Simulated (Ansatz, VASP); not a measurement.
# PbS in VASP and in Ansatz

The input POSCAR:

```
PbS
1.0
    0.0000000000      2.9650006778      2.9650006778
    2.9650006778      0.0000000000      2.9650006778
    2.9650006778      2.9650006778      0.0000000000
Pb S
1 1
Direct
    0.5000000000      0.5000000000      0.5000000000
    0.0000000000      0.0000000000      0.0000000000
```

File INCAR.step1:

```
SYSTEM = PbS
PREC = Accurate
ENCUT = 520
EDIFF = 1E-5
ISMEAR = 0
SIGMA = 0.05
LREAL = .False.
LASPH = .True.
NELM = 100
ALGO = Normal
ISIF = 2
LWAVE = .True.
LCHARG = .False.
NBANDS = 17
GGA = PE
```

File INCAR.step2:

```
SYSTEM = PbS
PREC = Accurate
ENCUT = 520
EDIFF = 1E-6
ISMEAR = 0
SIGMA = 0.05
LREAL = .False.
LASPH = .True.
NELM = 100
ALGO = Normal
ISIF = 2
LWAVE = .False.
LCHARG = .False.
METAGGA = R2SCAN
LHFCALC = .True.
AEXX = 0.15
LMIXTAU = .True.
PRECFOCK = Normal
NBANDS = 17
ISTART = 1
```

Contents of KPOINTS:

```
regular mesh
0
Gamma
  4 4 4
  0 0 0
```

Input for Ansatz:

```yaml
crystal:
  lattice:
    - [0.0, 2.9650006778, 2.9650006778]
    - [2.9650006778, 0.0, 2.9650006778]
    - [2.9650006778, 2.9650006778, 0.0]
  atoms:
    - { symbol: Pb, position: [0.5, 0.5, 0.5] }
    - { symbol: S, position: [0.0, 0.0, 0.0] }
basis:
  ecutwfc: 500
  ecutrho_ratio: 4
kpoints:
  mp_grid: { grid: [4, 4, 4] }
hamiltonian:
  xc: { exchange: r2scan, correlation: r2scan, exx: { coeff: 0.15 } }
scf:
  occupations: { method: gaussian, width: 0.05 }
  n_extra_bands: 9
output:
  forces: true
  stress: true
  eigenvalues: true
  populations: true
  dos: { projected: true, de: 0.02 }
  write_density: true
  write_potential: true
  elf: true
  volumetric_format: npy
```

Alike in both runs: task single point; functional r2SCAN-based global hybrid; k mesh 4 × 4 × 4; occupations gaussian, width 0.05 eV; no spin polarisation.

|  | VASP | Ansatz |
| --- | --- | --- |
| version | VASP 6.6.1 | Ansatz 0.2.0 |
| potentials or method | VASP PAW PBE potentials, release 64 (Pb_d, S), cutoff 520 eV | scalar-relativistic, plane waves, PAW |
| valence electrons in the cell | 20 | 20 |

```csv
,VASP,Ansatz,Ansatz less VASP
gap on the k mesh at the Fermi level (eV),1.24,1.19,-0.044
least direct gap on the mesh (eV),1.24,1.19,-0.044
pressure (GPa),1.0,1.2,+0.16
```

VASP's potentials were made for PBE, not for r2SCAN-based global hybrid. The functional is the same, so the differences come from potentials, cutoffs and numerics. Ansatz's warnings: stress exchange threshold loose, stress scf threshold loose.

The k mesh is coarse, so the values compare programs but aren't converged. Neither program's run includes spin-orbit coupling.
